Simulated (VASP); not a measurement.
# Nb (Im-3m) in VASP: a series of runs

Runs on Nb. Level: r2SCAN. Tasks: single point.

Everything below comes from runs of VASP 6.6.1. Logs are shortened: lines on timing, memory, paths and dates and some standing lists are left out, and cuts for length are marked.

## 1. The cell of the first run

Symmetry: Im-3m, No. 229, cubic system. Conventional cell: a = 3.167 Å, b = 3.167 Å, c = 3.167 Å, α = 90.00°, β = 90.00°, γ = 90.00°. Within 3.6 Å of Nb (site symmetry m-3m) lie 14 Nb at 2.74 to 3.17 Å.

## 2. Single point, r2SCAN

Input file POSCAR:

```
Nb
1.0
   -1.5835564103      1.5835564103      1.5835564103
    1.5835564103     -1.5835564103      1.5835564103
    1.5835564103      1.5835564103     -1.5835564103
Nb
1
Direct
    0.0000000000      0.0000000000      0.0000000000
```

Input file INCAR.step1:

```
  ALGO = Normal
  EDIFF = 1E-4
  ENCUT = 520
  GGA = PE
  ISMEAR = -1
  LASPH = T
  LCHARG = F
  LREAL = F
  LWAVE = T
  NBANDS = 12
  NELM = 60
  PREC = Accurate
  SIGMA = 0.1
```

Input file INCAR.step2:

```
  ALGO = Normal
  EDIFF = 1E-7
  ENCUT = 520
  ISIF = 2
  ISMEAR = -1
  ISTART = 1
  LASPH = T
  LCHARG = F
  LMIXTAU = T
  LREAL = F
  LWAVE = F
  METAGGA = R2SCAN
  NBANDS = 12
  NELM = 60
  PREC = Accurate
  SIGMA = 0.1
```

Input file KPOINTS:

```
Automatic mesh
0
Gamma
  18 18 18
  0.5 0.5 0.5
```

Potentials or basis: VASP PAW PBE potentials, release 64 (Nb_sv).

Started as:

```sh
$ cat potpaw_PBE.64/Nb_sv/POTCAR > POTCAR
$ cp INCAR.step1 INCAR
$ mpirun -np 1 vasp_std > vasp.out
$ cp INCAR.step2 INCAR
$ mpirun -np 1 vasp_std > vasp.out
```

OUTCAR:

```text
EDIFF = 1E-7
   ENCUT = 520
   ISIF = 2
   ISMEAR = -1
   ISTART = 1
   LASPH = T
   LREAL = F
   METAGGA = R2SCAN
   NELM = 60
   PREC = Accurate

 ion  position               nearest neighbor table
   1  0.000  0.000  0.000-

  LATTYP: Found a body centered cubic cell.
 ALAT       =     3.1671128206

  Lattice vectors:

 A1 = (  -1.5835564103,   1.5835564103,   1.5835564103)
 A2 = (   1.5835564103,  -1.5835564103,   1.5835564103)
 A3 = (   1.5835564103,   1.5835564103,  -1.5835564103)

Analysis of symmetry for initial positions (statically):
=====================================================================
 Subroutine PRICEL returns:
 Original cell was already a primitive cell.

 Routine SETGRP: Setting up the symmetry group for a
 body centered cubic supercell.

 Subroutine GETGRP returns: Found 48 space group operations
 (whereof 48 operations were pure point group operations)
 out of a pool of 48 trial point group operations.

The static configuration has the point symmetry O_h .

Analysis of symmetry for dynamics (positions and initial velocities):
=====================================================================
 Subroutine PRICEL returns:
 Original cell was already a primitive cell.

 Routine SETGRP: Setting up the symmetry group for a
 body centered cubic supercell.

 Subroutine GETGRP returns: Found 48 space group operations
 (whereof 48 operations were pure point group operations)
 out of a pool of 48 trial point group operations.

The dynamic configuration has the point symmetry O_h .

 Subroutine INISYM returns: Found 48 space group operations
 (whereof 48 operations are pure point group operations),
 and found     1 'primitive' translations

----------------------------------------------------------------------------------------

                                     Primitive cell

  volume of cell :      15.8840

  direct lattice vectors                    reciprocal lattice vectors
    -1.583556410  1.583556410  1.583556410     0.000000000  0.315744988  0.315744988
     1.583556410 -1.583556410  1.583556410     0.315744988  0.000000000  0.315744988
     1.583556410  1.583556410 -1.583556410     0.315744988  0.315744988  0.000000000

  length of vectors
     2.742800159  2.742800159  2.742800159     0.446530844  0.446530844  0.446530844

  position of ions in fractional coordinates (direct lattice)
     0.000000000  0.000000000  0.000000000

  ion indices of the primitive-cell ions
   primitive index   ion index
                 1           1

----------------------------------------------------------------------------------------

 KPOINTS: Automatic mesh

Automatic generation of k-mesh.
 Grid dimensions read from file:
 generate k-points for:   18   18   18

 Generating k-lattice:

  Cartesian coordinates                     Fractional coordinates (reciprocal lattice)
     0.000000000  0.017541388  0.017541388     0.055555556  0.000000000  0.000000000
     0.017541388  0.000000000  0.017541388     0.000000000  0.055555556  0.000000000
     0.017541388  0.017541388  0.000000000     0.000000000  0.000000000  0.055555556

  Length of vectors
     0.024807269  0.024807269  0.024807269

  Shift w.r.t. Gamma in fractional coordinates (k-lattice)
     0.500000000  0.500000000  0.500000000

 Subroutine IBZKPT returns following result:
 ===========================================

 Found    190 irreducible k-points:

 Following reciprocal coordinates:
            Coordinates               Weight
  0.027778  0.027778  0.027778      8.000000
  0.083333  0.027778  0.027778     24.000000
  0.138889  0.027778  0.027778     24.000000
  0.194444  0.027778  0.027778     24.000000
  0.250000  0.027778  0.027778     24.000000
  0.305556  0.027778  0.027778     24.000000
[... 16 lines left out ...]
  0.361111  0.138889  0.027778     48.000000
  0.416667  0.138889  0.027778     24.000000
 [... further k-points ...]
   k-points           NKPTS =    190   k-points in BZ     NKDIM =    190   number of bands    NBANDS=     12
   number of dos      NEDOS =    301   number of ions     NIONS =      1
   total plane-waves  NPLWV =   8000
   dimension x,y,z NGX =    20 NGY =   20 NGZ =   20
   dimension x,y,z NGXF=    40 NGYF=   40 NGZF=   40
   ions per type =               1
   NGX,Y,Z   is equivalent  to a cutoff of  12.12, 12.12, 12.12 a.u.
   NGXF,Y,Z  is equivalent  to a cutoff of  24.24, 24.24, 24.24 a.u.
 SYSTEM =  unknown system
   PREC   = accura    normal or accurate (medium, high low for compatibility)
   ISTART =      1    job   : 0-new  1-cont  2-samecut
   ICHARG =      0    charge: 1-file 2-atom 10-const
   ISPIN  =      1    spin polarized calculation?
   LNONCOLLINEAR =      F non collinear calculations
   LSORBIT =      F    spin-orbit coupling
   LASPH  =      T    aspherical Exc in radial PAW
   ENCUT  =  520.0 eV  38.22 Ry    6.18 a.u.   5.10  5.10  5.10*2*pi/ulx,y,z
   NELM   =     60;   NELMIN=  2; NELMDL=  0     # of ELM steps
   EDIFF  = 0.1E-06   stopping-criterion for ELM
   LREAL  =      F    real-space projection
   EDIFFG = 0.1E-05   stopping-criterion for IOM
   NSW    =      0    number of steps for IOM
   IBRION =     -1    ionic relax: 0-MD 1-quasi-New 2-CG
   NFREE  =      0    steps in history (QN), initial steepest desc. (CG)
   ISIF   =      2    stress and relaxation
   ISYM   =      2    0-nonsym 1-usesym 2-fastsym
   POTIM  = 0.5000    time-step for ionic-motion
   TEBEG  =    0.0;   TEEND  =   0.0 temperature during run
   PSTRESS=    0.0 pullay stress
   NELECT =      13.0000    total number of electrons
   NUPDOWN=      -1.0000    fix difference up-down
   EMIN   =  10.00;   EMAX   =-10.00  energy-range for DOS
   EFERMI =   0.00;   METHOD = LEGACY
   ISMEAR =    -1;   SIGMA  =   0.10  broadening in eV -4-tet -1-fermi 0-gaus
   EFERMI_NEDOS =   21; number of points for ismear=-14 and -15
   IALGO  =     38    algorithm
   IMIX   =      4    mixing-type and parameters
     AMIX     =   0.40;   BMIX     =  1.00
     AMIX_MAG =   1.60;   BMIX_MAG =  1.00
  volume/ion in A,a.u.               =      15.88       107.19
  Fermi-wavevector in a.u.,A,eV,Ry     =   1.531331  2.893796 31.905318  2.344975
  Thomas-Fermi vector in A             =   2.638690
   LORBIT       =      0    0 simple, 1 ext, 2 COOP (PROOUT), +10 PAW based schemes
   METAGGA = R2SCAN    functional components
   LHFCALC =     F    Hartree Fock is set to
   AEXX    =    0.0000 exact exchange contribution
   IVDW    =     0    specifies the selected vdW correction
   LEPSILON=     F    determine dielectric tensor
   LRPA    =     F    only Hartree local field effects (RPA)
 non-spin polarized calculation
  energy-cutoff  :      520.00
  volume of cell :       15.88
 maximum number of plane-waves:       442
   NGX = 11   NGY = 11   NGZ = 11

 number of electron      13.0000002 magnetization

 Free energy of the ion-electron system (eV)
  ---------------------------------------------------
  ext. energy  EPLUGINS =         0.00000000
  ---------------------------------------------------
  free energy    TOTEN  =       -24.69854498 eV

  energy without entropy =      -24.65868244  energy(sigma->0) =      -24.67861371

 E-fermi :  13.0221     XC(G=0): -14.3736

 val. band max:       13.0139616714   @ k =   0.3056   0.1944   0.1389
 cond. band min:      13.0294750347   @ k =  -0.3056   0.4722   0.0278
 fundamental gap:      0.0155133633
 Fermi energy:        13.0220945930

 k-point     1 :       0.0278    0.0278    0.0278
  band No.  band energies     occupation
      1     -43.0273      2.00000
      2     -17.3487      2.00000
      3     -17.2461      2.00000
      4     -17.2461      2.00000
      5       6.7954      2.00000
      6      13.2557      0.17634
      7      13.2557      0.17634
      8      13.6414      0.00408
      9      16.8145      0.00000
     10      16.8145      0.00000
     11      28.3418      0.00000
     12      28.7204      0.00000

 k-point     2 :       0.0833    0.0278    0.0278
  band No.  band energies     occupation
      1     -42.9908      2.00000
      2     -17.5495      2.00000
      3     -17.2997      2.00000
      4     -17.2490      2.00000
      5       7.2324      2.00000
      6      12.9647      1.27950
      7      13.1174      0.55663
      8      14.1250      0.00003
      9      16.4702      0.00000
     10      16.8549      0.00000
     11      28.6770      0.00000
     12      29.4589      0.00000

 k-point     3 :       0.1389    0.0278    0.0278
  band No.  band energies     occupation
      1     -42.9345      2.00000
      2     -17.8397      2.00000
      3     -17.3907      2.00000
      4     -17.2536      2.00000
      5       7.8700      2.00000
      6      12.5624      1.98003
      7      12.8997      1.54550
      8      14.8664      0.00000
      9      16.2295      0.00000
     10      16.9230      0.00000
     11      29.0922      0.00000
     12      30.5048      0.00000
[... 286 lines left out ...]
 k-point    23 :       0.3611    0.1389    0.0278
  band No.  band energies     occupation
      1     -42.6018      2.00000
      2     -19.1561      2.00000
      3     -18.0160      2.00000
      4     -17.4112      2.00000
      5       9.3526      2.00000
      6      11.0072      2.00000
      7      14.1724      0.00002
      8      16.9739      0.00000
      9      18.0887      0.00000
     10      21.9263      0.00000
     11      26.7544      0.00000
     12      27.5334      0.00000

 k-point    24 :       0.4167    0.1389    0.0278
  band No.  band energies     occupation
      1     -42.5897      2.00000
      2     -19.1954      2.00000
      3     -18.0456      2.00000
      4     -17.4137      2.00000
      5       9.2889      2.00000
      6      10.9669      2.00000
      7      14.4519      0.00000
      8      17.0204      0.00000
      9      18.1823      0.00000
     10      22.3235      0.00000
     11      26.5259      0.00000
     12      27.1232      0.00000

 [... further k-points ...]

------------------------ aborting loop because EDIFF is reached ----------------------------------------

  FORCE on cell =-STRESS in cart. coord.  units (eV):
  Direction    XX          YY          ZZ          XY          YZ          ZX
  --------------------------------------------------------------------------------------
  -------------------------------------------------------------------------------------
  Total        2.7318250      2.7318250      2.7318250      0.0000000      0.0000000      0.0000000
  in kB      275.5515461    275.5515461    275.5515461      0.0000000      0.0000000      0.0000000
  external PRESSURE =     275.5515461 kB  Pullay stress =       0.0000000 kB

 VOLUME and BASIS-vectors are now :
 -----------------------------------------------------------------------------
  energy-cutoff  :      520.00
  volume of cell :       15.88
      direct lattice vectors                 reciprocal lattice vectors
    -1.583556410  1.583556410  1.583556410     0.000000000  0.315744988  0.315744988
     1.583556410 -1.583556410  1.583556410     0.315744988  0.000000000  0.315744988
     1.583556410  1.583556410 -1.583556410     0.315744988  0.315744988  0.000000000

 POSITION                                       TOTAL-FORCE (eV/Angst)
 -----------------------------------------------------------------------------------
      0.00000      0.00000      0.00000        -0.000000      0.000000      0.000000
 -----------------------------------------------------------------------------------
    total drift:                                0.000000      0.000000      0.000000

  FREE ENERGIE OF THE ION-ELECTRON SYSTEM (eV)
  ---------------------------------------------------
  free  energy   TOTEN  =       -24.6985449817 eV

  energy  without entropy=      -24.6586824443  energy(sigma->0) =      -24.67861371
```

Wall time 2.7 min (1 thread of Intel Xeon 8259CL, shared host); peak memory 0.16 GiB.

What came out:

```
Free energy            : -24.6985 eV
Pressure               : 27.6 GPa
Band gap on the k mesh : zero (an odd number of electrons rules out a gap without spin polarisation)
```

Levels at points of the mesh, in eV from the Fermi level:
```
           k point  band 3  band 4  band 5  band 6  band 7  band 8  band 9  band 10
(0.03, 0.03, 0.03)  -30.27  -30.27   -6.23    0.23    0.23    0.62    3.79     3.79
```

Caveat: the cell stands under pressure; the PAW data sets were made with another functional, which shifts forces and pressure a little.

## 3. Single point, r2SCAN (16.97 Å³/atom)

This run uses another cell than the first one, of 16.97 Å³/atom.

Input file POSCAR:

```
Nb
1.0
   -1.6187580177      1.6187580177      1.6187580177
    1.6187580177     -1.6187580177      1.6187580177
    1.6187580177      1.6187580177     -1.6187580177
Nb
1
Direct
    0.0000000000      0.0000000000      0.0000000000
```

Input file INCAR.step1:

```
PREC = Accurate
ENCUT = 520
ISMEAR = -1
SIGMA = 0.1
LREAL = F
LASPH = T
NELM = 100
NBANDS = 12
GGA = PE
ALGO = Normal
EDIFF = 1E-4
LWAVE = T
LCHARG = F
```

Input file INCAR.step2:

```
PREC = Accurate
ENCUT = 520
EDIFF = 1E-6
ISMEAR = -1
SIGMA = 0.1
LREAL = F
LASPH = T
NELM = 100
ALGO = Normal
ISIF = 2
LWAVE = F
LCHARG = T
METAGGA = R2SCAN
LMIXTAU = T
LELF = T
LVHAR = T
NBANDS = 12
ISTART = 1
```

Input file KPOINTS:

```
regular mesh
0
Gamma
  18 18 18
```

Potentials or basis: VASP PAW PBE potentials, release 64 (Nb_sv).

Started as:

```sh
$ cat potpaw_PBE.64/Nb_sv/POTCAR > POTCAR
$ cp INCAR.step1 INCAR
$ mpirun -np 1 vasp_std > vasp.out
$ cp INCAR.step2 INCAR
$ mpirun -np 1 vasp_std > vasp.out
```

Run time: 2.3 min. Hardware: 1 thread of Intel Xeon 8259CL, shared host; peak memory 0.17 GiB.

It converged, with:

| Property | Result |
| --- | --- |
| Free energy | -24.8290 eV |
| Pressure | 11.8 GPa |
| Band gap on the k mesh | zero (an odd number of electrons rules out a gap without spin polarisation) |

Levels at points of the mesh, in eV from the Fermi level:
| k point | band 4 | band 5 | band 6 | band 7 | band 8 | band 9 |
| --- | --- | --- | --- | --- | --- | --- |
| (0.00, 0.00, 0.00) | -30.49 | -6.39 | 0.41 | 0.41 | 0.41 | 3.73 |
| (0.50, 0.00, 0.00) | -30.51 | -4.18 | -1.92 | 2.58 | 3.79 | 4.57 |
| (0.50, 0.50, 0.50) | -31.66 | -4.29 | -4.29 | 6.28 | 6.28 | 6.28 |

Caveat: the cell stands under pressure; the PAW data sets were made with another functional, which shifts forces and pressure a little.
